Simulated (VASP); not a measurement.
# Zn (P6_3/mmc) in VASP: notebook, part 2 of 2

VASP 6.6.1.

### Step 3. Electric field gradients, PBE (volume scaled by 0.975)

Input file INCAR:

```
PREC = Accurate
ENCUT = 520
EDIFF = 1E-8
ISMEAR = -1
SIGMA = 0.03
LREAL = F
LASPH = T
NELM = 80
ALGO = Normal
ISIF = 2
LWAVE = F
LCHARG = F
GGA = PE
LEFG = T
NBANDS = 19
```

Input file KPOINTS:

```
regular mesh
0
Gamma
  18 18 8
```

Input file POSCAR:

```
Zn
1.0
    2.6424037335      0.0000000000      0.0000000000
   -1.3212018667      2.2883887602      0.0000000000
    0.0000000000      0.0000000000      4.9051291270
Zn
2
Direct
    0.3333333333      0.6666666667      0.2500000000
    0.6666666667      0.3333333333      0.7500000000
```

Potentials or basis: VASP PAW PBE potentials, release 64 (Zn).

Launch:

```bash
cat potpaw_PBE.64/Zn/POTCAR > POTCAR
mpirun -np 1 vasp_std > vasp.out
```

OUTCAR:

```text
PREC = Accurate
   ENCUT = 520
   EDIFF = 1E-8
   ISMEAR = -1
   LREAL = F
   LASPH = T
   NELM = 80
   ISIF = 2
   GGA = PE

 ion  position               nearest neighbor table
   1  0.333  0.667  0.250-   2 2.89   2 2.89   2 2.89   2 2.89   2 2.89   2 2.89
   2  0.667  0.333  0.750-   1 2.89   1 2.89   1 2.89   1 2.89   1 2.89   1 2.89

  LATTYP: Found a hexagonal cell.
 ALAT       =     2.6424037335
 C/A-ratio  =     1.8563132745

  Lattice vectors:

 A1 = (   2.6424037335,   0.0000000000,   0.0000000000)
 A2 = (  -1.3212018667,   2.2883887602,   0.0000000000)
 A3 = (   0.0000000000,   0.0000000000,   4.9051291270)

Analysis of symmetry for initial positions (statically):
=====================================================================
 Subroutine PRICEL returns:
 Original cell was already a primitive cell.

 Routine SETGRP: Setting up the symmetry group for a
 hexagonal supercell.

 Subroutine GETGRP returns: Found 24 space group operations
 (whereof 12 operations were pure point group operations)
 out of a pool of 24 trial point group operations.

The static configuration has the point symmetry D_3d.
 The point group associated with its full space group is D_6h.

Analysis of symmetry for dynamics (positions and initial velocities):
=====================================================================
 Subroutine PRICEL returns:
 Original cell was already a primitive cell.

 Routine SETGRP: Setting up the symmetry group for a
 hexagonal supercell.

 Subroutine GETGRP returns: Found 24 space group operations
 (whereof 12 operations were pure point group operations)
 out of a pool of 24 trial point group operations.
[... 158 lines left out ...]
  band No.  band energies     occupation
      1      -7.3102      2.00000
      2      -5.4316      2.00000
      3      -4.6974      2.00000
      4      -4.4579      2.00000
      5      -4.4579      2.00000
      6      -4.4053      2.00000
[... 505 lines left out ...]
      6      -4.3101      2.00000
[... 11 lines left out ...]
     18      16.5407      0.00000
     19      17.8253      0.00000

 [... further k-points ...]

------------------------ aborting loop because EDIFF is reached ----------------------------------------

  FORCE on cell =-STRESS in cart. coord.  units (eV):
  Direction    XX          YY          ZZ          XY          YZ          ZX
  --------------------------------------------------------------------------------------
  -------------------------------------------------------------------------------------
  Total        0.3342868      0.3342868      0.4082313      0.0000000      0.0000000      0.0000000
  in kB       18.0571966     18.0571966     22.0514657      0.0000000      0.0000000      0.0000000
  external PRESSURE =      19.3886196 kB  Pullay stress =       0.0000000 kB

 VOLUME and BASIS-vectors are now :
 -----------------------------------------------------------------------------
  energy-cutoff  :      520.00
  volume of cell :       29.66
      direct lattice vectors                 reciprocal lattice vectors
     2.642403734  0.000000000  0.000000000     0.378443304  0.218494344  0.000000000
    -1.321201867  2.288388760  0.000000000     0.000000000  0.436988687  0.000000000
     0.000000000  0.000000000  4.905129127     0.000000000  0.000000000  0.203868231

 POSITION                                       TOTAL-FORCE (eV/Angst)
 -----------------------------------------------------------------------------------
     -0.00000      1.52559      1.22628         0.000000     -0.000000      0.000000
      1.32120      0.76280      3.67885        -0.000000      0.000000      0.000000
 -----------------------------------------------------------------------------------
    total drift:                               -0.000000      0.000000      0.000000

  FREE ENERGIE OF THE ION-ELECTRON SYSTEM (eV)
  ---------------------------------------------------
  free  energy   TOTEN  =        -2.2110036614 eV

  energy  without entropy=       -2.2095293685  energy(sigma->0) =       -2.21026651

 Electric field gradients (V/A^2)
---------------------------------------------------------------------
 ion       V_xx      V_yy      V_zz      V_xy      V_xz      V_yz
---------------------------------------------------------------------
   1     -18.434   -18.430    36.864     0.003     0.000    -0.000
   2     -18.434   -18.430    36.864     0.003    -0.000     0.000
---------------------------------------------------------------------

 Electric field gradients after diagonalization (V/A^2)
 (convention: |V_zz| > |V_xx| > |V_yy|)
----------------------------------------------------------------------
 ion       V_xx      V_yy      V_zz     asymmetry (V_yy - V_xx)/ V_zz
----------------------------------------------------------------------
   1     -18.436   -18.428    36.864       0.000
   2     -18.436   -18.428    36.864       0.000
----------------------------------------------------------------------

           NMR quadrupolar parameters

 Cq : quadrupolar parameter    Cq=e*Q*V_zz/h
 eta: asymmetry parameters     (V_yy - V_xx)/ V_zz
 Q  : nuclear electric quadrupole moment in mb (millibarn)
----------------------------------------------------------------------
 ion       Cq(MHz)       eta       Q (mb)
----------------------------------------------------------------------
   1       0.089       0.000       1.000
   2       0.089       0.000       1.000
----------------------------------------------------------------------
```

stdout:

```text
POSCAR found type information on POSCAR Zn
 POSCAR found :  1 types and       2 ions
 scaLAPACK will be used
 LDA part: xc-table for (Slater+PW92), standard interpolation
 POSCAR, INCAR and KPOINTS ok, starting setup
 FFT: planning ... GRIDC
 FFT: planning ... GRID_SOFT
 FFT: planning ... GRID
 WAVECAR not read
 entering main loop
ion   1

ion   2
```

Run time: 43 s. Hardware: 1 thread of Intel Xeon 6975P-C (Granite Rapids), shared host; peak memory 0.2 GiB.

Results:

```yaml
Free_energy: -2.2110 eV
Pressure: 1.9 GPa
Band_gap_on_the_k_mesh: zero (band 12 reaches 4.93 eV, above the bottom of band 13 at 0.27 eV)
```

Levels at points of the mesh, in eV from the Fermi level:
```
           k point  band 9  band 10  band 11  band 12  band 13  band 14  band 15  band 16
(0.00, 0.00, 0.00)   -7.52    -7.30    -7.30    -3.92    -3.18    13.69    17.36    17.60
(0.50, 0.00, 0.00)   -7.11    -7.09    -3.08    -2.34     2.53     3.41     4.08     5.61
(0.00, 0.00, 0.50)   -7.39    -7.39    -7.39    -7.39     4.51     4.51    18.92    18.92
(0.50, 0.00, 0.50)   -7.10    -7.10    -2.10    -2.10     0.02     0.02    10.15    10.15
```

Electric field gradients, principal values (V/Å²):
```csv
atom,least,middle,greatest (by size)
1 Zn,-18.428,-18.436,36.864
2 Zn,-18.428,-18.436,36.864
```

Caveat: without QUAD_EFG the Cq values of the log hold for a quadrupole moment of 1 mb, not for the nuclei.
